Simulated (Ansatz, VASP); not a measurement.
# HgTe: VASP beside Ansatz

```
Hg Te
1.0
     0.00000    3.22350    3.22350
     3.22350    0.00000    3.22350
     3.22350    3.22350    0.00000
Hg Te
1 1
Direct
  0.00000 0.00000 0.00000
  0.75000 0.75000 0.75000
```

Alike in both runs: task relaxation of cell and atoms; functional PBE; k mesh 12 × 12 × 12; occupations gaussian, width 0.1 eV; no spin polarisation.

```csv
,VASP,Ansatz
version,VASP 6.6.1,Ansatz 0.2.0
potentials or method,"VASP PAW PBE potentials, release 64 (Hg, Te), cutoff 600 eV","scalar-relativistic, plane waves, PAW"
valence electrons in the cell,18,36
```

```tsv
	VASP	Ansatz	Ansatz less VASP
gap on the k mesh at the Fermi level, each at its own relaxed structure (eV)	none	none	-
relaxed volume (Å³/atom)	36.81	36.75	-0.056
relaxed cell length with the largest relative difference (Å)	4.704	4.702	-0.0024
```

A gap of «none» marks a metal or a gap that the smearing closes. VASP's potentials hold 18 valence electrons a cell and Ansatz's 36, so a difference there can come from the potentials and not from the codes.

Spin-orbit coupling is off throughout.
